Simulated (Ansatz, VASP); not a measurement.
## One calculation of AgI, two programs

```
Ag I
1.0
     0.00000    3.24725    3.24725
     3.24725    0.00000    3.24725
     3.24725    3.24725    0.00000
Ag I
1 1
Direct
  0.00000 0.00000 0.00000
  0.25000 0.25000 0.25000
```

Alike in both runs: task single point; functional r2SCAN; k mesh 5 × 5 × 5; no spin polarisation.

```csv
,VASP,Ansatz
version,VASP 6.6.1,Ansatz 0.2.0
potentials or method,"VASP PAW PBE potentials, release 64 (Ag, I), cutoff 550 eV","plane waves, PAW"
occupations,"gaussian, width 0.01 eV",fixed
valence electrons in the cell,18,36
```

```csv
,VASP,Ansatz,Ansatz less VASP
pressure (GPa),1.1,1.2,+0.12
```

VASP's potentials were made for PBE, not for r2SCAN. VASP's potentials hold 18 valence electrons a cell and Ansatz's 36, so a difference there can come from the potentials and not from the codes.

Neither program's run includes spin-orbit coupling.
